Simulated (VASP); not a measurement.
# TaN (Fm-3m) in VASP: further runs

TaN is run at these levels: PBE; tasks: single point.

Everything below comes from runs of VASP 6.6.1. Logs are shortened: lines on timing, memory, paths and dates and some standing lists are left out, and cuts for length are marked.

### Step 1. The cell of the first run

It takes space group Fm-3m (No. 225, cubic). The conventional cell has a = 4.269 Å, b = 4.269 Å, c = 4.269 Å, α = 90.00°, β = 90.00°, γ = 90.00°. Ta (site symmetry m-3m) has 6 N at 2.13 Å within 2.8 Å. N (site symmetry m-3m) has 6 Ta at 2.13 Å within 2.8 Å.

### Step 2. Single point, PBE (volume scaled by 0.94)

File INCAR:

```
PREC = Accurate
ENCUT = 520
EDIFF = 1E-7
ISMEAR = -1
SIGMA = 0.02
LREAL = False
LASPH = True
NELM = 100
ALGO = Normal
ISIF = 2
LWAVE = False
LCHARG = False
GGA = PE
NBANDS = 15
```

File KPOINTS:

```
regular mesh
0
Gamma
  9 9 9
```

File POSCAR:

```
TaN
1.0
    0.0000000000      2.1345181309      2.1345181309
    2.1345181309      0.0000000000      2.1345181309
    2.1345181309      2.1345181309      0.0000000000
Ta N
1 1
Direct
    0.5000000000      0.5000000000      0.5000000000
    0.0000000000      0.0000000000      0.0000000000
```

Potentials or basis: VASP PAW PBE potentials, release 64 (Ta_pv, N).

Started as:

```bash
$ cat potpaw_PBE.64/Ta_pv/POTCAR potpaw_PBE.64/N/POTCAR > POTCAR
$ mpirun -np 1 vasp_std > vasp.out
```

OUTCAR:

```text
PREC = Accurate
   ENCUT = 520
   EDIFF = 1E-7
   ISMEAR = -1
   LREAL = False
   LASPH = True
   NELM = 100
   ISIF = 2
   GGA = PE

 ion  position               nearest neighbor table
   1  0.500  0.500  0.500-   2 2.13   2 2.13   2 2.13   2 2.13   2 2.13   2 2.13
   2  0.000  0.000  0.000-   1 2.13   1 2.13   1 2.13   1 2.13   1 2.13   1 2.13

  LATTYP: Found a face centered cubic cell.
 ALAT       =     4.2690362618

  Lattice vectors:

 A1 = (   0.0000000000,   2.1345181309,   2.1345181309)
 A2 = (   2.1345181309,   0.0000000000,   2.1345181309)
 A3 = (   2.1345181309,   2.1345181309,   0.0000000000)

Analysis of symmetry for initial positions (statically):
=====================================================================
 Subroutine PRICEL returns:
 Original cell was already a primitive cell.

 Routine SETGRP: Setting up the symmetry group for a
 face centered cubic supercell.

 Subroutine GETGRP returns: Found 48 space group operations
 (whereof 48 operations were pure point group operations)
 out of a pool of 48 trial point group operations.

The static configuration has the point symmetry O_h .

Analysis of symmetry for dynamics (positions and initial velocities):
=====================================================================
 Subroutine PRICEL returns:
 Original cell was already a primitive cell.

 Routine SETGRP: Setting up the symmetry group for a
 face centered cubic supercell.

 Subroutine GETGRP returns: Found 48 space group operations
 (whereof 48 operations were pure point group operations)
 out of a pool of 48 trial point group operations.

The dynamic configuration has the point symmetry O_h .

 Subroutine INISYM returns: Found 48 space group operations
 (whereof 48 operations are pure point group operations),
 and found     1 'primitive' translations

----------------------------------------------------------------------------------------

                                     Primitive cell

  volume of cell :      19.4504

  direct lattice vectors                    reciprocal lattice vectors
     0.000000000  2.134518131  2.134518131    -0.234244907  0.234244907  0.234244907
     2.134518131  0.000000000  2.134518131     0.234244907 -0.234244907  0.234244907
     2.134518131  2.134518131  0.000000000     0.234244907  0.234244907 -0.234244907

  length of vectors
     3.018664490  3.018664490  3.018664490     0.405724079  0.405724079  0.405724079

  position of ions in fractional coordinates (direct lattice)
     0.500000000  0.500000000  0.500000000
     0.000000000  0.000000000  0.000000000

  ion indices of the primitive-cell ions
   primitive index   ion index
                 1           1
                 2           2
[... 79 lines left out ...]
   ISYM   =      2    0-nonsym 1-usesym 2-fastsym
   POTIM  = 0.5000    time-step for ionic-motion
   TEBEG  =    0.0;   TEEND  =   0.0 temperature during run
   PSTRESS=    0.0 pullay stress
   NELECT =      16.0000    total number of electrons
   NUPDOWN=      -1.0000    fix difference up-down
   EMIN   =  10.00;   EMAX   =-10.00  energy-range for DOS
   EFERMI =   0.00;   METHOD = LEGACY
   ISMEAR =    -1;   SIGMA  =   0.02  broadening in eV -4-tet -1-fermi 0-gaus
   EFERMI_NEDOS =   21; number of points for ismear=-14 and -15
   IALGO  =     38    algorithm
   IMIX   =      4    mixing-type and parameters
     AMIX     =   0.40;   BMIX     =  1.00
     AMIX_MAG =   1.60;   BMIX_MAG =  1.00
  volume/ion in A,a.u.               =       9.73        65.63
  Fermi-wavevector in a.u.,A,eV,Ry     =   1.533928  2.898704 32.013626  2.352935
  Thomas-Fermi vector in A             =   2.640927
   LORBIT       =      0    0 simple, 1 ext, 2 COOP (PROOUT), +10 PAW based schemes
   GGA     = PE    functional components
   LHFCALC =     F    Hartree Fock is set to
   AEXX    =    0.0000 exact exchange contribution
   IVDW    =     0    specifies the selected vdW correction
   LEPSILON=     F    determine dielectric tensor
   LRPA    =     F    only Hartree local field effects (RPA)
 non-spin polarized calculation
  energy-cutoff  :      520.00
  volume of cell :       19.45
 maximum number of plane-waves:       534
   NGX = 11   NGY = 11   NGZ = 11

 number of electron      15.9999998 magnetization

 Free energy of the ion-electron system (eV)
  ---------------------------------------------------
  ext. energy  EPLUGINS =         0.00000000
  ---------------------------------------------------
  free energy    TOTEN  =       -21.56281211 eV

  energy without entropy =      -21.56185165  energy(sigma->0) =      -21.56233188

 E-fermi :  10.4794     XC(G=0): -13.9398

 val. band max:       10.3545962122   @ k =  -0.4444   0.2222   0.1111
 cond. band min:      10.5014461654   @ k =  -0.2222   0.2222   0.0000
 fundamental gap:      0.1468499532
 Fermi energy:        10.4793972674

 k-point     1 :       0.0000    0.0000    0.0000
  band No.  band energies     occupation
      1     -25.0203      2.00000
      2     -25.0203      2.00000
      3     -25.0203      2.00000
      4      -9.0233      2.00000
      5       6.4998      2.00000
      6       6.4998      2.00000
      7       6.4998      2.00000
      8       8.2165      2.00000
      9       8.2165      2.00000
     10       8.2165      2.00000
     11      10.6677      0.00016
     12      10.6677      0.00016
     13      12.9144      0.00000
     14      20.0221      0.00000
[... 401 lines left out ...]
      2     -25.3978      2.00000
      3     -25.3978      2.00000
      4      -7.7049      2.00000
      5       3.5017      2.00000
      6       4.5522      2.00000
      7       5.7018      2.00000
      8       5.7018      2.00000
      9      12.9176      0.00000
     10      14.6047      0.00000
     11      14.6047      0.00000
     12      15.9528      0.00000
     13      18.8196      0.00000
     14      20.5252      0.00000
     15      23.1602      0.00000

 [... further k-points ...]
[... 5 lines left out ...]
  --------------------------------------------------------------------------------------
  -------------------------------------------------------------------------------------
  Total        5.2833807      5.2833807      5.2833807     -0.0000000      0.0000000      0.0000000
  in kB      435.2040677    435.2040677    435.2040677     -0.0000000      0.0000000      0.0000000
  external PRESSURE =     435.2040677 kB  Pullay stress =       0.0000000 kB

 VOLUME and BASIS-vectors are now :
 -----------------------------------------------------------------------------
  energy-cutoff  :      520.00
  volume of cell :       19.45
      direct lattice vectors                 reciprocal lattice vectors
     0.000000000  2.134518131  2.134518131    -0.234244907  0.234244907  0.234244907
     2.134518131  0.000000000  2.134518131     0.234244907 -0.234244907  0.234244907
     2.134518131  2.134518131  0.000000000     0.234244907  0.234244907 -0.234244907

 POSITION                                       TOTAL-FORCE (eV/Angst)
 -----------------------------------------------------------------------------------
      2.13452      2.13452      2.13452        -0.000000     -0.000000     -0.000000
      0.00000      0.00000      0.00000         0.000000      0.000000      0.000000
 -----------------------------------------------------------------------------------
    total drift:                                0.000000     -0.000000     -0.000000

  FREE ENERGIE OF THE ION-ELECTRON SYSTEM (eV)
  ---------------------------------------------------
  free  energy   TOTEN  =       -21.5628121095 eV

  energy  without entropy=      -21.5618516530  energy(sigma->0) =      -21.56233188
```

OSZICAR:

```text
N       E                     dE             d eps       ncg     rms          rms(c)
DAV:   1     0.914267704615E+02    0.91427E+02   -0.87658E+03  1050   0.115E+03
DAV:   2    -0.216809711765E+02   -0.11311E+03   -0.10691E+03  1281   0.312E+02
DAV:   3    -0.245878977359E+02   -0.29069E+01   -0.28887E+01  1169   0.461E+01
DAV:   4    -0.246001033819E+02   -0.12206E-01   -0.12202E-01  1365   0.310E+00
DAV:   5    -0.246001789981E+02   -0.75616E-04   -0.75611E-04  1197   0.212E-01    0.291E+01
DAV:   6    -0.216258597028E+02    0.29743E+01   -0.53442E+00  1227   0.269E+01    0.124E+01
DAV:   7    -0.215931416479E+02    0.32718E-01   -0.51059E-01  1295   0.581E+00    0.828E+00
DAV:   8    -0.215701094205E+02    0.23032E-01   -0.11656E-01  1127   0.278E+00    0.202E+00
DAV:   9    -0.215629571630E+02    0.71523E-02   -0.18622E-02  1155   0.113E+00    0.371E-01
DAV:  10    -0.215628733250E+02    0.83838E-04   -0.11487E-03  1176   0.393E-01    0.991E-02
DAV:  11    -0.215628145310E+02    0.58794E-04   -0.12894E-04  1141   0.123E-01    0.406E-02
DAV:  12    -0.215628126951E+02    0.18359E-05   -0.10732E-05  1162   0.314E-02    0.632E-03
DAV:  13    -0.215628120704E+02    0.62469E-06   -0.82701E-07  1169   0.707E-03    0.456E-03
DAV:  14    -0.215628121095E+02   -0.39124E-07   -0.49141E-08   553   0.203E-03
   1 F= -.21562812E+02 E0= -.21562332E+02  d E =-.960457E-03
```

stdout:

```text
POSCAR found type information on POSCAR TaN
 POSCAR found :  2 types and       2 ions
 scaLAPACK will be used
 LDA part: xc-table for (Slater+PW92), standard interpolation
 POSCAR, INCAR and KPOINTS ok, starting setup
 FFT: planning ... GRIDC
 FFT: planning ... GRID_SOFT
 FFT: planning ... GRID
 WAVECAR not read
 entering main loop
```

Wall time 4.6 s (1 thread of Intel Xeon 6975P-C (Granite Rapids), shared host); peak memory 0.14 GiB.

What came out:

```yaml
Free_energy: -21.5628 eV
Pressure: 43.5 GPa
Band_gap_on_the_k_mesh: zero (band 8 reaches 12.35 eV, above the bottom of band 9 at 8.22 eV)
```

Levels at points of the mesh, in eV from the Fermi level:
| k point | band 5 | band 6 | band 7 | band 8 | band 9 | band 10 | band 11 | band 12 |
| --- | --- | --- | --- | --- | --- | --- | --- | --- |
| (0.00, 0.00, 0.00) | -3.98 | -3.98 | -3.98 | -2.26 | -2.26 | -2.26 | 0.19 | 0.19 |

Caveat: spin-orbit coupling is left out, which moves the levels of the heavy elements.

### Step 3. Single point, PBE (volume scaled by 0.96)

File INCAR:

```
ALGO = Normal
EDIFF = 1E-7
ENCUT = 520
GGA = PE
ISIF = 2
ISMEAR = -1
LASPH = True
LCHARG = False
LREAL = False
LWAVE = False
NBANDS = 15
NELM = 80
PREC = Accurate
SIGMA = 0.02
```

File KPOINTS:

```
k-points
0
Gamma
  9 9 9
```

File POSCAR:

```
TaN
1.0
    0.0000000000      2.1495504440      2.1495504440
    2.1495504440      0.0000000000      2.1495504440
    2.1495504440      2.1495504440      0.0000000000
Ta N
1 1
Direct
    0.5000000000      0.5000000000      0.5000000000
    0.0000000000      0.0000000000      0.0000000000
```

Potentials or basis: VASP PAW PBE potentials, release 64 (Ta_pv, N).

Started as:

```bash
$ cat potpaw_PBE.64/Ta_pv/POTCAR potpaw_PBE.64/N/POTCAR > POTCAR
$ mpirun -np 1 vasp_std > vasp.out
```

Run time: 4.6 s. Hardware: 1 thread of Intel Xeon 6975P-C (Granite Rapids), shared host; peak memory 0.14 GiB.

It converged, with:

```yaml
Free_energy: -21.6620 eV
Pressure: 33.2 GPa
Band_gap_on_the_k_mesh: zero (band 8 reaches 12.05 eV, above the bottom of band 9 at 8.03 eV)
```

Levels at points of the mesh, in eV from the Fermi level:
```csv
k point,band 4,band 5,band 6,band 7,band 8,band 9,band 10,band 11,band 12,band 13
"(0.00, 0.00, 0.00)",-19.33,-3.92,-3.92,-3.92,-2.20,-2.20,-2.20,0.18,0.18,2.23
```

Caveat: spin-orbit coupling is left out, which moves the levels of the heavy elements.

### Step 4. Single point, PBE (volume scaled by 1.01)

File INCAR:

```
PREC = Accurate
ENCUT = 520
EDIFF = 1E-7
ISMEAR = -1
SIGMA = 0.02
LREAL = F
LASPH = T
NELM = 60
ALGO = Normal
ISIF = 2
LWAVE = F
LCHARG = T
GGA = PE
LELF = T
LVHAR = T
NBANDS = 15
```

File KPOINTS:

```
regular mesh
0
Gamma
  9 9 9
```

File POSCAR:

```
TaN
1.0
    0.0000000000      2.1862392558      2.1862392558
    2.1862392558      0.0000000000      2.1862392558
    2.1862392558      2.1862392558      0.0000000000
Ta N
1 1
Direct
    0.5000000000      0.5000000000      0.5000000000
    0.0000000000      0.0000000000      0.0000000000
```

Started as:

```bash
$ cat potpaw_PBE.64/Ta_pv/POTCAR potpaw_PBE.64/N/POTCAR > POTCAR
$ mpirun -np 1 vasp_std > vasp.out
```

It took 4.8 s on 1 thread of Intel Xeon 6975P-C (Granite Rapids), shared host; peak memory 0.14 GiB.

The run converged. Its results:

- Free energy: -21.8042 eV
- Pressure: 11.6 GPa
- Band gap on the k mesh: zero (band 8 reaches 11.33 eV, above the bottom of band 9 at 7.59 eV)

Levels at points of the mesh, in eV from the Fermi level:
| k point | band 5 | band 6 | band 7 | band 8 | band 9 | band 10 | band 11 | band 12 |
| --- | --- | --- | --- | --- | --- | --- | --- | --- |
| (0.00, 0.00, 0.00) | -3.78 | -3.78 | -3.78 | -2.06 | -2.06 | -2.06 | 0.16 | 0.16 |

Caveat: spin-orbit coupling is left out, which moves the levels of the heavy elements.

### Step 5. The runs side by side

```tsv
cell	gap on the mesh (eV)	pressure (GPa)
a = 3.019 Å, angles 60.0°, 2 atoms	none	43.5
a = 3.040 Å, angles 60.0°, 2 atoms	none	33.2
a = 3.092 Å, angles 60.0°, 2 atoms	none	11.6
```

Alike in all rows: task single point; level PBE; potentials or basis VASP PAW PBE potentials, release 64 (Ta_pv, N); no spin polarisation; k mesh 9 × 9 × 9; cutoff (eV) 520; smearing fermi-dirac 0.02 eV.

Caveats: spin-orbit coupling is left out, which moves the levels of the heavy elements.

Total energies depend on the potentials used, so only differences within one code and one set of settings carry meaning.
